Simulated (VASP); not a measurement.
# Ag: single point with r2SCAN

Ag:

```
CELL_PARAMETERS angstrom
0.00000 2.01014 2.11065
2.01014 0.00000 2.11065
2.01014 2.01014 0.00000
ATOMIC_POSITIONS crystal
Ag 0.00000 0.00000 0.00000
```

This cell differs from its parent crystal: ratio of the length along z to the lengths across it x 1.05, volume and fractional coordinates fixed.

```json
{"Program": "VASP 6.6.1", "Task": "single point", "Functional": "r2SCAN", "Potentials or basis": "VASP PAW PBE potentials, release 64 (Ag)", "Cutoff": "520 eV", "k mesh": "22 × 22 × 22", "Occupations": "gaussian, width 0.15 eV", "Spin": "no spin polarisation", "Dipole correction": "no", "Further INCAR settings": "ALGO = Normal; EDIFF = 1e-06; NBANDS = 12"}
```

* Pressure: 1.7 GPa
* Band gap on the k mesh: zero (an odd number of electrons rules out a gap without spin polarisation)

Stress tensor (GPa, compression positive):
```
2.43 0.00 0.00
0.00 2.43 0.00
0.00 0.00 0.09
```

Levels at points of the mesh, in eV from the Fermi level:
| k point | band 2 | band 3 | band 4 | band 5 | band 6 | band 7 | band 8 | band 9 | band 10 | band 11 |
| --- | --- | --- | --- | --- | --- | --- | --- | --- | --- | --- |
| (0.00, 0.00, 0.00) | -5.39 | -5.07 | -5.07 | -4.31 | -3.98 | 16.64 | 19.90 | 20.56 | 20.56 | 25.28 |
| (0.50, 0.00, 0.00) | -5.36 | -5.06 | -3.39 | -3.26 | -0.37 | 3.67 | 15.65 | 18.21 | 19.18 | 22.91 |
| (0.50, 0.50, 0.00) | -6.73 | -3.35 | -3.13 | -3.13 | 1.13 | 6.11 | 11.71 | 11.71 | 18.21 | 18.42 |
| (0.50, 0.00, 0.50) | -6.70 | -3.38 | -3.23 | -2.98 | 1.98 | 7.35 | 10.79 | 10.84 | 17.36 | 17.55 |

Run time: 9 min on 1 thread of Intel Xeon 8259CL (shared host), peak memory 0.29 GiB.

Caveat: the PAW data sets were made with another functional, which shifts forces and pressure a little.
